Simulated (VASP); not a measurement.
Here is a VASP 6.6.1 calculation.

Contents of POSCAR:

```
MgO
1.0
    0.0000000000      2.1095789855      2.1095789855
    2.1095789855      0.0000000000      2.1095789855
    2.1095789855      2.1095789855      0.0000000000
Mg O
1 1
Direct
    0.0000000000      0.0000000000      0.0000000000
    0.5000000000      0.5000000000      0.5000000000
```

File INCAR.step1:

```
  PREC = Accurate
  ENCUT = 520
  ISMEAR = 0
  SIGMA = 0.05
  LREAL = F
  LASPH = T
  NELM = 80
  NBANDS = 11
  GGA = PE
  ALGO = Normal
  EDIFF = 1E-4
  LWAVE = T
  LCHARG = F
```

Contents of INCAR.step2:

```
  PREC = Accurate
  ENCUT = 520
  EDIFF = 1E-6
  ISMEAR = 0
  SIGMA = 0.05
  LREAL = F
  LASPH = T
  NELM = 80
  ALGO = Normal
  ISIF = 2
  LWAVE = F
  LCHARG = F
  METAGGA = R2SCAN
  LMIXTAU = T
  IVDW = 12
  VDW_S6 = 1.0
  VDW_S8 = 0.78981345
  VDW_A1 = 0.49484001
  VDW_A2 = 5.73083694
  NBANDS = 11
  ISTART = 1
```

File KPOINTS:

```
Automatic mesh
0
Gamma
  10 10 10
```

Potentials or basis: VASP PAW PBE potentials, release 64 (Mg, O).

Command:

```sh
$ cat potpaw_PBE.64/Mg/POTCAR potpaw_PBE.64/O/POTCAR > POTCAR
$ cp INCAR.step1 INCAR
$ mpirun -np 1 vasp_std > vasp.out
$ cp INCAR.step2 INCAR
$ mpirun -np 1 vasp_std > vasp.out
```

Task: Predict the band gap on the k mesh.

Result: 5.55 eV, direct.

Task: Estimate the pressure.

Result: -5.3 GPa.

Task: Predict the dispersion energy per atom.

Result: -0.138 eV.

Caveat: three body term missing; the PAW data sets were made with another functional, which shifts forces and pressure a little.
